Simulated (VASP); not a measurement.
BiO5: relaxation of cell and atoms with PBE

The system is BiO5.

```xyz
6
Lattice="4.0678 0.0000 0.0000 -2.0339 3.5229 0.0000 0.0000 0.0000 5.5219" Properties=species:S:1:pos:R:3 pbc="T T T"
Bi    0.0000    0.0000    2.7609
O     2.0339    1.1743    4.3954
O     0.0000    0.0000    0.0000
O     2.0339    1.1743    1.1265
O     0.0000    2.3486    1.1265
O     0.0000    2.3486    4.3954
```

The cell was generated, and may not be a known phase.

```
Program                : VASP 6.6.1
Task                   : relaxation of cell and atoms
Functional             : PBE
Potentials or basis    : VASP PAW PBE potentials, release 64 (Bi_d, O_h)
Cutoff                 : 1340 eV
k mesh                 : 5 × 5 × 3
Occupations            : gaussian, width 0.2 eV
Spin                   : no spin polarisation
Dipole correction      : no
Further INCAR settings : ALGO = Normal; EDIFF = 1e-07; IBRION = 2; EDIFFG = -0.08; NSW = 36; ISIF = 3
```

```
Relaxed volume                        : 14.01 Å³/atom
Relaxed cell                          : a = 4.717 Å, b = 4.717 Å, c = 4.362 Å, α = 90.00°, β = 90.00°, γ = 120.00°
Space group after relaxing (to 0.1 Å) : P6/mmm (No. 191)
Pressure after relaxing               : 0.5 GPa
Largest force after relaxing          : 0.053 eV/Å
Band gap on the k mesh                : zero (an odd number of electrons rules out a gap without spin polarisation)
```

Forces on the atoms (eV/Å):
```
Bi   0.000  0.000  0.000
O    0.000  0.000 -0.053
O    0.000  0.000  0.000
O    0.000  0.000  0.053
O    0.000  0.000  0.053
O    0.000  0.000 -0.053
```

Stress tensor (GPa, compression positive):
```
 0.80  0.00  0.00
 0.00  0.80  0.00
 0.00  0.00 -0.05
```

Final structure:
```yaml
crystal:
  lattice:
    - [4.71675, 0.00000, 0.00000]
    - [-2.35837, 4.08482, 0.00000]
    - [0.00000, 0.00000, 4.36170]
  atoms:
    - { symbol: Bi, position: [0.00000, 0.00000, 0.50000] }
    - { symbol: O, position: [0.66667, 0.33333, 0.65187] }
    - { symbol: O, position: [0.00000, 0.00000, 0.00000] }
    - { symbol: O, position: [0.66667, 0.33333, 0.34813] }
    - { symbol: O, position: [0.33333, 0.66667, 0.34813] }
    - { symbol: O, position: [0.33333, 0.66667, 0.65187] }
```

Levels at points of the mesh, in eV from the Fermi level:
| k point | band 20 | band 21 | band 22 | band 23 | band 24 | band 25 | band 26 | band 27 |
| --- | --- | --- | --- | --- | --- | --- | --- | --- |
| (0.00, 0.00, 0.00) | -1.09 | -0.97 | -0.97 | 0.07 | 0.07 | 3.66 | 3.66 | 7.71 |

It took 44 min on 1 thread of AMD EPYC 7R13 Processor (Zen 3), on a shared host, peak memory 0.51 GiB.

Caveat: the k points lie up to 0.48 Å⁻¹ apart in the final cell, too coarse for converged energies and pressures of a metal; a cell axis changed by over 15 % at a fixed basis, so the end point is rough; spin-orbit coupling is left out, which moves the levels of the heavy elements; an odd number of electrons without spin polarisation forces a metal; a magnetic or distorted state may lie lower; the relaxation stopped at a loose force limit of 0.08 eV/Å, so its end isn't a converged minimum.
